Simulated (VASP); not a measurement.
# MoS2 in VASP: further runs

Aim: see how the results for MoS2 move with the level of theory and the settings. Levels: r2SCAN, LDA, PBEsol, PBE. Tasks: single point.

Everything below comes from runs of VASP 6.6.1. Logs are shortened: lines on timing, memory, paths and dates and some standing lists are left out, and cuts for length are marked.

### 1 The cell of the first run

The cell holds a slab with vacuum, 9 atoms: a = 3.184 Å, b = 3.184 Å, c = 28.387 Å, α = 90.00°, β = 90.00°, γ = 120.00°.

### 2 Single point, r2SCAN

Input file POSCAR:

```
MoS2
1.0
    3.1840155185      0.0000000000      0.0000000000
   -1.5920077592      2.7574383250      0.0000000000
    0.0000000000      0.0000000000     28.3873198000
Mo S
3 6
Direct
    0.3333333333      0.6666666667      0.2281647700
    0.3333333333      0.6666666667      0.7718352300
    0.6666666667      0.3333333333      0.0000000000
    0.6666666667      0.3333333333      0.1734930900
    0.6666666667      0.3333333333      0.7171875100
    0.3333333333      0.6666666667      0.9453341200
    0.6666666667      0.3333333333      0.2828124900
    0.6666666667      0.3333333333      0.8265069100
    0.3333333333      0.6666666667      0.0546658800
```

Input file INCAR.step1:

```
PREC = Accurate
ENCUT = 520
ISMEAR = -1
SIGMA = 0.05
LREAL = F
LASPH = T
NELM = 100
NBANDS = 49
GGA = PE
ALGO = Normal
EDIFF = 1E-4
LWAVE = T
LCHARG = F
```

Input file INCAR.step2:

```
PREC = Accurate
ENCUT = 520
EDIFF = 1E-6
ISMEAR = -1
SIGMA = 0.05
LREAL = F
LASPH = T
NELM = 100
ALGO = Normal
ISIF = 2
LWAVE = F
LCHARG = F
METAGGA = R2SCAN
LMIXTAU = T
NBANDS = 49
ISTART = 1
```

Input file KPOINTS:

```
Automatic mesh
0
Gamma
  10 10 1
```

Potentials or basis: VASP PAW PBE potentials, release 64 (Mo_sv, S).

Started as:

```
$ cat potpaw_PBE.64/Mo_sv/POTCAR potpaw_PBE.64/S/POTCAR > POTCAR
$ cp INCAR.step1 INCAR
$ mpirun -np 1 vasp_std > vasp.out
$ cp INCAR.step2 INCAR
$ mpirun -np 1 vasp_std > vasp.out
```

OUTCAR:

```text
PREC = Accurate
   ENCUT = 520
   EDIFF = 1E-6
   ISMEAR = -1
   LREAL = F
   LASPH = T
   NELM = 100
   ISIF = 2
   METAGGA = R2SCAN
   ISTART = 1

 ion  position               nearest neighbor table
   1  0.333  0.667  0.228-   7 2.41   7 2.41   7 2.41   4 2.41   4 2.41   4 2.41
   2  0.333  0.667  0.772-   5 2.41   5 2.41   5 2.41   8 2.41   8 2.41   8 2.41
   3  0.667  0.333  0.000-   6 2.41   9 2.41   6 2.41   9 2.41   6 2.41   9 2.41
   4  0.667  0.333  0.173-   1 2.41   1 2.41   1 2.41
   5  0.667  0.333  0.717-   2 2.41   2 2.41   2 2.41
   6  0.333  0.667  0.945-   3 2.41   3 2.41   3 2.41
   7  0.667  0.333  0.283-   1 2.41   1 2.41   1 2.41
   8  0.667  0.333  0.827-   2 2.41   2 2.41   2 2.41
   9  0.333  0.667  0.055-   3 2.41   3 2.41   3 2.41

  LATTYP: Found a hexagonal cell.
 ALAT       =     3.1840155185
 C/A-ratio  =     8.9155720615

  Lattice vectors:

 A1 = (   3.1840155185,   0.0000000000,   0.0000000000)
 A2 = (  -1.5920077592,   2.7574383250,   0.0000000000)
 A3 = (   0.0000000000,   0.0000000000,  28.3873198000)

Analysis of symmetry for initial positions (statically):
=====================================================================
 Subroutine PRICEL returns:
 Original cell was already a primitive cell.

 Routine SETGRP: Setting up the symmetry group for a
 hexagonal supercell.

 Subroutine GETGRP returns: Found 12 space group operations
 (whereof 12 operations were pure point group operations)
 out of a pool of 24 trial point group operations.

The static configuration has the point symmetry D_3h.

Analysis of symmetry for dynamics (positions and initial velocities):
=====================================================================
 Subroutine PRICEL returns:
 Original cell was already a primitive cell.

 Routine SETGRP: Setting up the symmetry group for a
 hexagonal supercell.

 Subroutine GETGRP returns: Found 12 space group operations
 (whereof 12 operations were pure point group operations)
 out of a pool of 24 trial point group operations.

The dynamic configuration has the point symmetry D_3h.

 Subroutine INISYM returns: Found 12 space group operations
 (whereof 12 operations are pure point group operations),
 and found     1 'primitive' translations

----------------------------------------------------------------------------------------

                                     Primitive cell

  volume of cell :     249.2329

  direct lattice vectors                    reciprocal lattice vectors
     3.184015518  0.000000000  0.000000000     0.314068821  0.181327718  0.000000000
    -1.592007759  2.757438325  0.000000000     0.000000000  0.362655437  0.000000000
     0.000000000  0.000000000 28.387319800     0.000000000  0.000000000  0.035226996

  length of vectors
     3.184015518  3.184015518 28.387319800     0.362655437  0.362655437  0.035226996

  position of ions in fractional coordinates (direct lattice)
     0.333333333  0.666666667  0.228164770
     0.333333333  0.666666667  0.771835230
     0.666666667  0.333333333  0.000000000
     0.666666667  0.333333333  0.173493090
     0.666666667  0.333333333  0.717187510
     0.333333333  0.666666667  0.945334120
     0.666666667  0.333333333  0.282812490
     0.666666667  0.333333333  0.826506910
     0.333333333  0.666666667  0.054665880

  ion indices of the primitive-cell ions
   primitive index   ion index
                 1           1
                 2           2
                 3           3
                 4           4
                 5           5
                 6           6
                 7           7
                 8           8
                 9           9

----------------------------------------------------------------------------------------

 KPOINTS: Automatic mesh

Automatic generation of k-mesh.
 Grid dimensions read from file:
 generate k-points for:   10   10    1

 Generating k-lattice:

  Cartesian coordinates                     Fractional coordinates (reciprocal lattice)
     0.031406882  0.018132772  0.000000000     0.100000000  0.000000000  0.000000000
     0.000000000  0.036265544  0.000000000     0.000000000  0.100000000  0.000000000
     0.000000000  0.000000000  0.035226996     0.000000000  0.000000000  1.000000000

  Length of vectors
     0.036265544  0.036265544  0.035226996

  Shift w.r.t. Gamma in fractional coordinates (k-lattice)
     0.000000000  0.000000000  0.000000000

 Subroutine IBZKPT returns following result:
 ===========================================

 Found     14 irreducible k-points:

 Following reciprocal coordinates:
            Coordinates               Weight
  0.000000  0.000000  0.000000      1.000000
  0.100000  0.000000  0.000000      6.000000
  0.200000  0.000000  0.000000      6.000000
  0.300000  0.000000  0.000000      6.000000
  0.400000  0.000000  0.000000      6.000000
  0.500000  0.000000  0.000000      3.000000
  0.100000  0.100000  0.000000      6.000000
  0.200000  0.100000  0.000000     12.000000
  0.300000  0.100000  0.000000     12.000000
  0.400000  0.100000  0.000000     12.000000
  0.200000  0.200000  0.000000      6.000000
  0.300000  0.200000  0.000000     12.000000
  0.400000  0.200000  0.000000      6.000000
  0.300000  0.300000  0.000000      6.000000
   k-points           NKPTS =     14   k-points in BZ     NKDIM =     14   number of bands    NBANDS=     49
   number of dos      NEDOS =    301   number of ions     NIONS =      9
   total plane-waves  NPLWV = 124416
   dimension x,y,z NGX =    24 NGY =   24 NGZ =  216
   dimension x,y,z NGXF=    48 NGYF=   48 NGZF=  432
   ions per type =               3   6
   NGX,Y,Z   is equivalent  to a cutoff of  12.53, 12.53, 12.65 a.u.
   NGXF,Y,Z  is equivalent  to a cutoff of  25.06, 25.06, 25.30 a.u.
 SYSTEM =  unknown system
   PREC   = accura    normal or accurate (medium, high low for compatibility)
   ISTART =      1    job   : 0-new  1-cont  2-samecut
   ICHARG =      0    charge: 1-file 2-atom 10-const
   ISPIN  =      1    spin polarized calculation?
   LNONCOLLINEAR =      F non collinear calculations
   LSORBIT =      F    spin-orbit coupling
   LASPH  =      T    aspherical Exc in radial PAW
   ENCUT  =  520.0 eV  38.22 Ry    6.18 a.u.   5.92  5.92 52.78*2*pi/ulx,y,z
   NELM   =    100;   NELMIN=  2; NELMDL=  0     # of ELM steps
   EDIFF  = 0.1E-05   stopping-criterion for ELM
   LREAL  =      F    real-space projection
   EDIFFG = 0.1E-04   stopping-criterion for IOM
   NSW    =      0    number of steps for IOM
   IBRION =     -1    ionic relax: 0-MD 1-quasi-New 2-CG
   NFREE  =      0    steps in history (QN), initial steepest desc. (CG)
   ISIF   =      2    stress and relaxation
   ISYM   =      2    0-nonsym 1-usesym 2-fastsym
   POTIM  = 0.5000    time-step for ionic-motion
   TEBEG  =    0.0;   TEEND  =   0.0 temperature during run
   PSTRESS=    0.0 pullay stress
   NELECT =      78.0000    total number of electrons
   NUPDOWN=      -1.0000    fix difference up-down
   EMIN   =  10.00;   EMAX   =-10.00  energy-range for DOS
   EFERMI =   0.00;   METHOD = LEGACY
   ISMEAR =    -1;   SIGMA  =   0.05  broadening in eV -4-tet -1-fermi 0-gaus
   EFERMI_NEDOS =   21; number of points for ismear=-14 and -15
   IALGO  =     38    algorithm
   IMIX   =      4    mixing-type and parameters
     AMIX     =   0.40;   BMIX     =  1.00
     AMIX_MAG =   1.60;   BMIX_MAG =  1.00
  volume/ion in A,a.u.               =      27.69       186.88
  Fermi-wavevector in a.u.,A,eV,Ry     =   1.111487  2.100407 16.808697  1.235404
  Thomas-Fermi vector in A             =   2.248051
   LORBIT       =      0    0 simple, 1 ext, 2 COOP (PROOUT), +10 PAW based schemes
   METAGGA = R2SCAN    functional components
   LHFCALC =     F    Hartree Fock is set to
   AEXX    =    0.0000 exact exchange contribution
   IVDW    =     0    specifies the selected vdW correction
   LEPSILON=     F    determine dielectric tensor
   LRPA    =     F    only Hartree local field effects (RPA)
 non-spin polarized calculation
  energy-cutoff  :      520.00
  volume of cell :      249.23
 maximum number of plane-waves:      6760
 NGX is ok and might be reduce to    24
   NGX = 11   NGY = 11   NGZ =105

 number of electron      77.9999999 magnetization

 Free energy of the ion-electron system (eV)
  ---------------------------------------------------
  ext. energy  EPLUGINS =         0.00000000
  ---------------------------------------------------
  free energy    TOTEN  =      -135.08629268 eV

  energy without entropy =     -135.08629256  energy(sigma->0) =     -135.08629262

 E-fermi :   3.2388     XC(G=0):  -7.7656

 val. band max:        2.6071422384   @ k =   0.0000   0.0000   0.0000
 cond. band min:       4.0032028737   @ k =   0.3000   0.3000   0.0000
 fundamental gap:      1.3960606352
 Fermi energy:         3.2388058206

 k-point     1 :       0.0000    0.0000    0.0000
  band No.  band energies     occupation
      1     -60.6769      2.00000
      2     -60.6763      2.00000
      3     -60.6763      2.00000
      4     -34.0895      2.00000
      5     -34.0886      2.00000
      6     -34.0886      2.00000
[... 41 lines left out ...]
     48       5.3316      0.00000
     49       5.3464      0.00000

 k-point     2 :       0.1000    0.0000    0.0000
  band No.  band energies     occupation
      1     -60.6730      2.00000
      2     -60.6723      2.00000
      3     -60.6723      2.00000
      4     -34.0816      2.00000
      5     -34.0808      2.00000
      6     -34.0808      2.00000
[... 41 lines left out ...]
     48       5.1933      0.00000
     49       5.3241      0.00000

 k-point     3 :       0.2000    0.0000    0.0000
  band No.  band energies     occupation
      1     -60.6626      2.00000
      2     -60.6620      2.00000
      3     -60.6620      2.00000
      4     -34.0610      2.00000
      5     -34.0602      2.00000
      6     -34.0602      2.00000
[... 41 lines left out ...]
     48       5.2214      0.00000
     49       5.8790      0.00000

 k-point     4 :       0.3000    0.0000    0.0000
  band No.  band energies     occupation
      1     -60.6498      2.00000
      2     -60.6492      2.00000
      3     -60.6492      2.00000
      4     -34.1446      2.00000
      5     -34.1439      2.00000
      6     -34.1439      2.00000
[... 457 lines left out ...]
     48       5.7801      0.00000
     49       6.8102      0.00000

 k-point    13 :       0.4000    0.2000    0.0000
  band No.  band energies     occupation
      1     -60.6323      2.00000
      2     -60.6317      2.00000
      3     -60.6317      2.00000
      4     -34.2338      2.00000
      5     -34.2332      2.00000
      6     -34.2332      2.00000
[... 41 lines left out ...]
     48       5.9126      0.00000
     49       6.8392      0.00000

 k-point    14 :       0.3000    0.3000    0.0000
  band No.  band energies     occupation
      1     -60.6311      2.00000
      2     -60.6304      2.00000
      3     -60.6304      2.00000
      4     -34.1982      2.00000
      5     -34.1976      2.00000
      6     -34.1976      2.00000
[... 41 lines left out ...]
     48       5.8021      0.00000
     49       7.1537      0.00000

------------------------ aborting loop because EDIFF is reached ----------------------------------------

  FORCE on cell =-STRESS in cart. coord.  units (eV):
  Direction    XX          YY          ZZ          XY          YZ          ZX
  --------------------------------------------------------------------------------------
  -------------------------------------------------------------------------------------
  Total        0.1399805      0.1399805      0.1696825      0.0000000      0.0000000     -0.0000000
  in kB        0.8998553      0.8998553      1.0907927      0.0000000      0.0000000     -0.0000000
  external PRESSURE =       0.9635011 kB  Pullay stress =       0.0000000 kB

 VOLUME and BASIS-vectors are now :
 -----------------------------------------------------------------------------
  energy-cutoff  :      520.00
  volume of cell :      249.23
      direct lattice vectors                 reciprocal lattice vectors
     3.184015518  0.000000000  0.000000000     0.314068821  0.181327718  0.000000000
    -1.592007759  2.757438325  0.000000000     0.000000000  0.362655437  0.000000000
     0.000000000  0.000000000 28.387319800     0.000000000  0.000000000  0.035226996

 POSITION                                       TOTAL-FORCE (eV/Angst)
 -----------------------------------------------------------------------------------
     -0.00000      1.83829      6.47699         0.000000     -0.000000      0.001949
     -0.00000      1.83829     21.91033         0.000000     -0.000000     -0.001949
      1.59201      0.91915      0.00000         0.000000     -0.000000      0.000000
      1.59201      0.91915      4.92500         0.000000     -0.000000     -0.019082
      1.59201      0.91915     20.35903         0.000000      0.000000     -0.020334
     -0.00000      1.83829     26.83550        -0.000000     -0.000000     -0.020217
      1.59201      0.91915      8.02829         0.000000      0.000000      0.020334
      1.59201      0.91915     23.46232        -0.000000     -0.000000      0.019082
     -0.00000      1.83829      1.55182        -0.000000     -0.000000      0.020217
 -----------------------------------------------------------------------------------
    total drift:                               -0.000000      0.000000      0.000000

  FREE ENERGIE OF THE ION-ELECTRON SYSTEM (eV)
  ---------------------------------------------------
  free  energy   TOTEN  =      -135.0862926757 eV

  energy  without entropy=     -135.0862925641  energy(sigma->0) =     -135.08629262
```

Wall time 23 min (1 thread of Intel Xeon 8259CL, shared host); peak memory 0.45 GiB.

Results:

```yaml
Free_energy: -135.0863 eV
Largest_force: 0.020 eV/Å
Band_gap_on_the_k_mesh: 1.40 eV (least direct gap 2.00 eV)
```

Forces in eV/Å, atoms in the order of the input:
```
Mo   0.000  0.000  0.002
Mo   0.000  0.000 -0.002
Mo   0.000  0.000  0.000
S    0.000  0.000 -0.019
S    0.000  0.000 -0.020
S    0.000  0.000 -0.020
S    0.000  0.000  0.020
S    0.000  0.000  0.019
S    0.000  0.000  0.020
```

Caveat: the PAW data sets were made with another functional, which shifts forces and pressure a little.

### 3 Single point, LDA

This run uses another cell than the first one.

Input file INCAR:

```
PREC = Accurate
ENCUT = 520
EDIFF = 1E-6
ISMEAR = -1
SIGMA = 0.05
LREAL = False
LASPH = True
NELM = 100
ALGO = Normal
ISIF = 2
LWAVE = False
LCHARG = False
GGA = CA
NBANDS = 49
```

Input file KPOINTS:

```
Automatic mesh
0
Gamma
  8 8 1
```

Input file POSCAR:

```
MoS2
1.0
    3.1220851722      0.0000000000      0.0000000000
   -1.5610425861      2.7038050719      0.0000000000
    0.0000000000      0.0000000000     27.6494681254
Mo S
3 6
Direct
    0.3333333333      0.6666666667      0.2182481684
    0.3333333333      0.6666666667      0.7817518316
    0.6666666667      0.3333333333      0.0000000000
    0.6666666667      0.3333333333      0.1620124341
    0.6666666667      0.3333333333      0.7256248806
    0.3333333333      0.6666666667      0.9437839100
    0.6666666667      0.3333333333      0.2743751194
    0.6666666667      0.3333333333      0.8379875659
    0.3333333333      0.6666666667      0.0562160900
```

Potentials or basis: VASP PAW LDA potentials, release 64 (Mo_sv, S).

Started as:

```
$ cat potpaw_LDA.64/Mo_sv/POTCAR potpaw_LDA.64/S/POTCAR > POTCAR
$ mpirun -np 1 vasp_std > vasp.out
```

Run time: 5.2 min. Hardware: 1 thread of Intel Xeon 8259CL, shared host; peak memory 0.31 GiB.

It converged, with:

```yaml
Free_energy: -73.3251 eV
Largest_force: 0.013 eV/Å
Band_gap_on_the_k_mesh: 1.07 eV (least direct gap 2.09 eV)
```

Forces on the atoms (eV/Å):
```
Mo   0.000  0.000  0.001
Mo   0.000  0.000 -0.001
Mo   0.000  0.000  0.000
S    0.000  0.000 -0.011
S    0.000  0.000 -0.012
S    0.000  0.000 -0.013
S    0.000  0.000  0.012
S    0.000  0.000  0.011
S    0.000  0.000  0.013
```

Levels at points of the mesh, in eV from the valence-band top:
```
           k point  band 37  band 38  band 39  band 40  band 41  band 42
(0.00, 0.00, 0.00)    -1.05    -0.35     0.00     2.25     2.25     2.27
(0.50, 0.00, 0.00)    -1.38    -1.31    -1.28     1.78     1.81     1.82
```

[end of part 1 of 2]
